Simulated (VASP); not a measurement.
# TePb (Pm-3m) in VASP: notebook

TePb is run at these levels: PBE+D3(BJ), PBE; tasks: relaxation of cell and atoms, single point.

Everything below comes from runs of VASP 6.6.1. Logs are shortened: lines on timing, memory, paths and dates and some standing lists are left out, and cuts for length are marked.

## Step 1: The cell of the first run

The structure is cubic, space group Pm-3m (No. 221). Conventional cell: a = 4.002 Å, b = 4.002 Å, c = 4.002 Å, α = 90.00°, β = 90.00°, γ = 90.00°. Pb (site symmetry m-3m) has 8 Te at 3.47 Å and 6 Pb at 4.00 Å within 4.6 Å. Within 4.6 Å of Te (site symmetry m-3m) lie 8 Pb at 3.47 Å and 6 Te at 4.00 Å.

## Step 2: Relaxation of cell and atoms, PBE+D3(BJ)

File INCAR:

```
SYSTEM = TePb
PREC = Accurate
ENCUT = 600
EDIFF = 1E-6
ISMEAR = -1
SIGMA = 0.05
LREAL = .False.
LASPH = .True.
NELM = 100
ALGO = Normal
ISIF = 3
LWAVE = .False.
LCHARG = .False.
GGA = PE
IVDW = 12
IBRION = 2
NSW = 60
EDIFFG = -0.01
```

File KPOINTS:

```
regular mesh
0
Gamma
  7 7 7
  0 0 0
```

File POSCAR:

```
TePb
1.0
    4.0022870000      0.0000000000      0.0000000000
    0.0000000000      4.0022870000      0.0000000000
    0.0000000000      0.0000000000      4.0022870000
Pb Te
1 1
Direct
    0.0000000000      0.0000000000      0.0000000000
    0.5000000000      0.5000000000      0.5000000000
```

Potentials or basis: VASP PAW PBE potentials, release 64 (Pb_d, Te).

On the command line:

```console
cat potpaw_PBE.64/Pb_d/POTCAR potpaw_PBE.64/Te/POTCAR > POTCAR
mpirun -np 1 vasp_std > vasp.out
```

OUTCAR:

```text
SYSTEM = TePb
   PREC = Accurate
   ENCUT = 600
   EDIFF = 1E-6
   ISMEAR = -1
   LREAL = .False.
   LASPH = .True.
   NELM = 100
   ISIF = 3
   GGA = PE
   IVDW = 12
   IBRION = 2
   NSW = 60
   EDIFFG = -0.01
 IVDW          = 12

 ion  position               nearest neighbor table
   1  0.000  0.000  0.000-   2 3.47   2 3.47   2 3.47   2 3.47   2 3.47   2 3.47   2 3.47   2 3.47

   2  0.500  0.500  0.500-   1 3.47   1 3.47   1 3.47   1 3.47   1 3.47   1 3.47   1 3.47   1 3.47

  LATTYP: Found a simple cubic cell.
 ALAT       =     4.0022870000

  Lattice vectors:

 A1 = (   4.0022870000,   0.0000000000,   0.0000000000)
 A2 = (   0.0000000000,   4.0022870000,   0.0000000000)
 A3 = (   0.0000000000,   0.0000000000,   4.0022870000)

Analysis of symmetry for initial positions (statically):
=====================================================================
 Subroutine PRICEL returns:
 Original cell was already a primitive cell.

 Routine SETGRP: Setting up the symmetry group for a
 simple cubic supercell.

 Subroutine GETGRP returns: Found 48 space group operations
 (whereof 48 operations were pure point group operations)
 out of a pool of 48 trial point group operations.

The static configuration has the point symmetry O_h .

Analysis of symmetry for dynamics (positions and initial velocities):
=====================================================================
 Subroutine PRICEL returns:
 Original cell was already a primitive cell.

 Routine SETGRP: Setting up the symmetry group for a
 simple cubic supercell.

 Subroutine GETGRP returns: Found 48 space group operations
 (whereof 48 operations were pure point group operations)
 out of a pool of 48 trial point group operations.

The dynamic configuration has the point symmetry O_h .

 Subroutine INISYM returns: Found 48 space group operations
 (whereof 48 operations are pure point group operations),
 and found     1 'primitive' translations

----------------------------------------------------------------------------------------

                                     Primitive cell

  volume of cell :      64.1098

  direct lattice vectors                    reciprocal lattice vectors
     4.002287000  0.000000000  0.000000000     0.249857144  0.000000000  0.000000000
     0.000000000  4.002287000  0.000000000     0.000000000  0.249857144  0.000000000
     0.000000000  0.000000000  4.002287000     0.000000000  0.000000000  0.249857144

  length of vectors
     4.002287000  4.002287000  4.002287000     0.249857144  0.249857144  0.249857144

  position of ions in fractional coordinates (direct lattice)
     0.000000000  0.000000000  0.000000000
     0.500000000  0.500000000  0.500000000

  ion indices of the primitive-cell ions
   primitive index   ion index
                 1           1
                 2           2

----------------------------------------------------------------------------------------

 KPOINTS: regular mesh

Automatic generation of k-mesh.
 Grid dimensions read from file:
 generate k-points for:    7    7    7

 Generating k-lattice:

  Cartesian coordinates                     Fractional coordinates (reciprocal lattice)
     0.035693878  0.000000000  0.000000000     0.142857143  0.000000000  0.000000000
     0.000000000  0.035693878  0.000000000     0.000000000  0.142857143  0.000000000
     0.000000000  0.000000000  0.035693878     0.000000000  0.000000000  0.142857143

  Length of vectors
     0.035693878  0.035693878  0.035693878

  Shift w.r.t. Gamma in fractional coordinates (k-lattice)
     0.000000000  0.000000000  0.000000000

 Subroutine IBZKPT returns following result:
 ===========================================

 Found     20 irreducible k-points:

 Following reciprocal coordinates:
            Coordinates               Weight
  0.000000  0.000000  0.000000      1.000000
  0.142857  0.000000  0.000000      6.000000
  0.285714  0.000000  0.000000      6.000000
  0.428571  0.000000  0.000000      6.000000
  0.142857  0.142857  0.000000     12.000000
  0.285714  0.142857  0.000000     24.000000
[... 12 lines left out ...]
  0.428571  0.428571  0.285714     24.000000
  0.428571  0.428571  0.428571      8.000000
   k-points           NKPTS =     20   k-points in BZ     NKDIM =     20   number of bands    NBANDS=     14
   number of dos      NEDOS =    301   number of ions     NIONS =      2
   total plane-waves  NPLWV =  32768
   dimension x,y,z NGX =    32 NGY =   32 NGZ =   32
   dimension x,y,z NGXF=    64 NGYF=   64 NGZF=   64
   ions per type =               1   1
   NGX,Y,Z   is equivalent  to a cutoff of  13.29, 13.29, 13.29 a.u.
   NGXF,Y,Z  is equivalent  to a cutoff of  26.58, 26.58, 26.58 a.u.
 SYSTEM =  TePb
   PREC   = accura    normal or accurate (medium, high low for compatibility)
   ISTART =      0    job   : 0-new  1-cont  2-samecut
   ICHARG =      2    charge: 1-file 2-atom 10-const
   ISPIN  =      1    spin polarized calculation?
   LNONCOLLINEAR =      F non collinear calculations
   LSORBIT =      F    spin-orbit coupling
   LASPH  =      T    aspherical Exc in radial PAW
   ENCUT  =  600.0 eV  44.10 Ry    6.64 a.u.   7.99  7.99  7.99*2*pi/ulx,y,z
   NELM   =    100;   NELMIN=  2; NELMDL= -5     # of ELM steps
   EDIFF  = 0.1E-05   stopping-criterion for ELM
   LREAL  =      F    real-space projection
   EDIFFG = -.1E-01   stopping-criterion for IOM
   NSW    =     60    number of steps for IOM
   IBRION =      2    ionic relax: 0-MD 1-quasi-New 2-CG
   NFREE  =      1    steps in history (QN), initial steepest desc. (CG)
   ISIF   =      3    stress and relaxation
   ISYM   =      2    0-nonsym 1-usesym 2-fastsym
   POTIM  = 0.5000    time-step for ionic-motion
   TEBEG  =    0.0;   TEEND  =   0.0 temperature during run
   PSTRESS=    0.0 pullay stress
   NELECT =      20.0000    total number of electrons
   NUPDOWN=      -1.0000    fix difference up-down
   EMIN   =  10.00;   EMAX   =-10.00  energy-range for DOS
   EFERMI =   0.00;   METHOD = LEGACY
   ISMEAR =    -1;   SIGMA  =   0.05  broadening in eV -4-tet -1-fermi 0-gaus
   EFERMI_NEDOS =   21; number of points for ismear=-14 and -15
   IALGO  =     38    algorithm
   IMIX   =      4    mixing-type and parameters
     AMIX     =   0.40;   BMIX     =  1.00
     AMIX_MAG =   1.60;   BMIX_MAG =  1.00
  volume/ion in A,a.u.               =      32.05       216.32
  Fermi-wavevector in a.u.,A,eV,Ry     =   1.110307  2.098177 16.773027  1.232783
  Thomas-Fermi vector in A             =   2.246857
   LORBIT       =      0    0 simple, 1 ext, 2 COOP (PROOUT), +10 PAW based schemes
   GGA     = PE    functional components
   LHFCALC =     F    Hartree Fock is set to
   AEXX    =    0.0000 exact exchange contribution
   IVDW    =    12    specifies the selected vdW correction
   LEPSILON=     F    determine dielectric tensor
   LRPA    =     F    only Hartree local field effects (RPA)
 conjugate gradient relaxation of ions
 non-spin polarized calculation
  energy-cutoff  :      600.00
  volume of cell :       64.11
 maximum number of plane-waves:      2170
 NGX is ok and might be reduce to    32
   NGX = 15   NGY = 15   NGZ = 15

--------------------------------------- Ionic step        1  -------------------------------------------

 number of electron      20.0000004 magnetization

 Free energy of the ion-electron system (eV)
  ---------------------------------------------------
  ext. energy  EPLUGINS =         0.00000000
  ---------------------------------------------------
  free energy    TOTEN  =        -7.06109228 eV

  energy without entropy =       -7.04750047  energy(sigma->0) =       -7.05429638

------------------------ aborting loop because EDIFF is reached ----------------------------------------

 Edisp (eV)   -0.84431

 E8    (eV) :    -0.4070

  FORCE on cell =-STRESS in cart. coord.  units (eV):
  Direction    XX          YY          ZZ          XY          YZ          ZX
  --------------------------------------------------------------------------------------
  -------------------------------------------------------------------------------------
  Total      -0.64681    -0.64681    -0.64681    -0.00000     0.00000    -0.00000
  in kB     -16.16463   -16.16463   -16.16463    -0.00000     0.00000    -0.00000
  external pressure =      -16.16 kB  Pullay stress =        0.00 kB

 VOLUME and BASIS-vectors are now :
 -----------------------------------------------------------------------------
  energy-cutoff  :      600.00
  volume of cell :       64.11
      direct lattice vectors                 reciprocal lattice vectors
     4.002287000  0.000000000  0.000000000     0.249857144  0.000000000  0.000000000
     0.000000000  4.002287000  0.000000000     0.000000000  0.249857144  0.000000000
     0.000000000  0.000000000  4.002287000     0.000000000  0.000000000  0.249857144
[... 41 lines left out ...]
 POSITION                                       TOTAL-FORCE (eV/Angst)
 -----------------------------------------------------------------------------------
      0.00000      0.00000      0.00000         0.000000     -0.000000      0.000000
      1.96992      1.96992      1.96992        -0.000000      0.000000      0.000000
 -----------------------------------------------------------------------------------
    total drift:                               -0.000000      0.000000      0.000000

  FREE ENERGIE OF THE ION-ELECTRON SYSTEM (eV)
  ---------------------------------------------------
  free  energy   TOTEN  =        -7.9251103297 eV

  energy  without entropy=       -7.9095454796  energy(sigma->0) =       -7.91732790

--------------------------------------- Ionic step        3  -------------------------------------------

 number of electron      19.9999993 magnetization

 Free energy of the ion-electron system (eV)
  ---------------------------------------------------
  ext. energy  EPLUGINS =         0.00000000
  ---------------------------------------------------
  free energy    TOTEN  =        -7.03998056 eV

  energy without entropy =       -7.02429846  energy(sigma->0) =       -7.03213951

 E-fermi :   6.9413     XC(G=0):  -9.9185

 val. band max:        6.9327351877   @ k =   0.4286   0.4286   0.2857
 cond. band min:       6.9470299925   @ k =   0.1429   0.1429   0.1429
 fundamental gap:      0.0142948047
 Fermi energy:         6.9412922395

 k-point     1 :       0.0000    0.0000    0.0000
  band No.  band energies     occupation
      1     -10.1523      2.00000
      2     -10.1523      2.00000
      3     -10.0551      2.00000
      4     -10.0551      2.00000
      5     -10.0551      2.00000
      6      -5.5301      2.00000
      7       0.3559      2.00000
      8       5.2876      2.00000
      9       5.2876      2.00000
     10       5.2876      2.00000
     11      10.9094      0.00000
     12      10.9094      0.00000
     13      12.5565      0.00000
     14      12.5565      0.00000

 k-point     2 :       0.1429    0.0000    0.0000
  band No.  band energies     occupation
      1     -10.1515      2.00000
      2     -10.1368      2.00000
      3     -10.0610      2.00000
      4     -10.0610      2.00000
      5     -10.0546      2.00000
      6      -5.3570      2.00000
      7      -0.0388      2.00000
      8       5.1808      2.00000
      9       5.4809      2.00000
     10       5.4809      2.00000
[... 334 lines left out ...]
 POSITION                                       TOTAL-FORCE (eV/Angst)
 -----------------------------------------------------------------------------------
      0.00000      0.00000      0.00000         0.000000      0.000000      0.000000
      1.96757      1.96757      1.96757        -0.000000     -0.000000      0.000000
 -----------------------------------------------------------------------------------
    total drift:                                0.000000      0.000000      0.000000

  FREE ENERGIE OF THE ION-ELECTRON SYSTEM (eV)
  ---------------------------------------------------
  free  energy   TOTEN  =        -7.9252763597 eV

  energy  without entropy=       -7.9095942635  energy(sigma->0) =       -7.91743531

 reached required accuracy - stopping structural energy minimisation
```

It took 26 s on 1 thread of Intel Xeon Platinum 8488C (Sapphire Rapids), shared host; peak memory 0.21 GiB.

Results:

```
Free energy                            : -7.9253 eV
Relaxed volume                         : 30.47 Å³/atom
Relaxed cell                           : a = 3.935 Å, b = 3.935 Å, c = 3.935 Å, α = 90.00°, β = 90.00°, γ = 90.00°
Space group after relaxing (to 0.05 Å) : Pm-3m (No. 221)
Energy gained by relaxing              : 9.9 meV/atom
Ionic steps                            : 3
Pressure after relaxing                : 0.0 GPa
Band gap on the k mesh                 : zero (band 10 reaches 7.15 eV, above the bottom of band 11 at 6.25 eV)
Dispersion energy per atom             : -0.443 eV
```

Step by step:
| step | energy change (eV) | largest force (eV/Å) | pressure (GPa) | volume (Å³) |
| --- | --- | --- | --- | --- |
| 1 | 0.0000 | 0.0000 | -1.62 | 64.11 |
| 2 | -0.0197 | 0.0000 | -0.19 | 61.16 |
| 3 | -0.0199 | 0.0000 | -0.04 | 60.94 |

Final structure:
```cif
data_structure
_symmetry_space_group_name_H-M 'P 1'
_symmetry_Int_Tables_number 1
_cell_length_a 3.9351
_cell_length_b 3.9351
_cell_length_c 3.9351
_cell_angle_alpha 90.000
_cell_angle_beta 90.000
_cell_angle_gamma 90.000
_cell_volume 60.94
loop_
_atom_site_label
_atom_site_type_symbol
_atom_site_fract_x
_atom_site_fract_y
_atom_site_fract_z
_atom_site_occupancy
Pb1 Pb 0.00000 0.00000 0.00000 1
Te1 Te 0.50000 0.50000 0.50000 1
```

Caveat: spin-orbit coupling is left out, which moves the levels of the heavy elements; pairwise dispersion overbinds metals, which lowers pressure and volume.

## Step 3: Single point, PBE

File INCAR:

```
ALGO = Normal
EDIFF = 1E-7
ENCUT = 520
GGA = PE
ISIF = 2
ISMEAR = 0
LASPH = T
LCHARG = T
LELF = T
LREAL = F
LVHAR = T
LWAVE = F
NBANDS = 17
NELM = 100
PREC = Accurate
SIGMA = 0.015
```

File KPOINTS:

```
k-points
0
Gamma
  7 7 7
```

POSCAR is that of step 2.

Potentials or basis: VASP PAW PBE potentials, release 64 (Pb_d, Te).

On the command line:

```console
cat potpaw_PBE.64/Pb_d/POTCAR potpaw_PBE.64/Te/POTCAR > POTCAR
mpirun -np 1 vasp_std > vasp.out
```

Run time: 11 s. Hardware: 1 thread of Intel Xeon 6975P-C, shared host; peak memory 0.18 GiB.

Results (log left out):

```yaml
Free_energy: -7.0517 eV
Pressure: 0.0 GPa
Band_gap_on_the_k_mesh: zero (band 10 reaches 6.58 eV, above the bottom of band 11 at 5.77 eV)
```

Levels at points of the mesh, in eV from the Fermi level:
| k point | band 7 | band 8 | band 9 | band 10 | band 11 | band 12 | band 13 | band 14 |
| --- | --- | --- | --- | --- | --- | --- | --- | --- |
| (0.00, 0.00, 0.00) | -6.80 | -1.57 | -1.57 | -1.57 | 4.00 | 4.00 | 5.22 | 5.22 |

Caveat: spin-orbit coupling is left out, which moves the levels of the heavy elements.

[end of part 1 of 2]
